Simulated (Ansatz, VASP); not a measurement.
SiC: VASP beside Ansatz

```
CELL_PARAMETERS angstrom
3.07530 0.00000 0.00000
-1.53765 2.66329 0.00000
0.00000 0.00000 4.84641
ATOMIC_POSITIONS crystal
Si 0.33333 0.66667 0.49703
Si 0.66667 0.33333 0.99703
C 0.33333 0.66667 0.87797
C 0.66667 0.33333 0.37797
```

Alike in both runs: task single point; functional r2SCAN; k mesh 12 × 12 × 6; occupations gaussian, width 0.02 eV; no spin polarisation.

|  | VASP | Ansatz |
| --- | --- | --- |
| version | VASP 6.6.1 | Ansatz 0.2.0 |
| potentials or method | VASP PAW PBE potentials, release 64 (Si, C), cutoff 520 eV | scalar-relativistic, plane waves, PAW |
| valence electrons in the cell | 16 | 16 |

|  | VASP | Ansatz | Ansatz less VASP |
| --- | --- | --- | --- |
| gap on the k mesh at the Fermi level (eV) | 2.63 | 2.62 | -0.010 |
| least direct gap on the mesh (eV) | 4.22 | 4.22 | -0.008 |
| pressure (GPa) | 9.8 | 10.0 | +0.22 |
| traceless stress, the component that is largest in VASP (GPa) | 14.87 | 14.75 | -0.118 |
| rms of the force components (eV/Å) | 0.001 | 0.003 | +0.0019 |

VASP's potentials were made for PBE, not for r2SCAN. Atom by atom the forces differ by 0.002 eV/Å (rms over components). With one functional, cell and mesh, what is left measures potentials, basis and numerics.
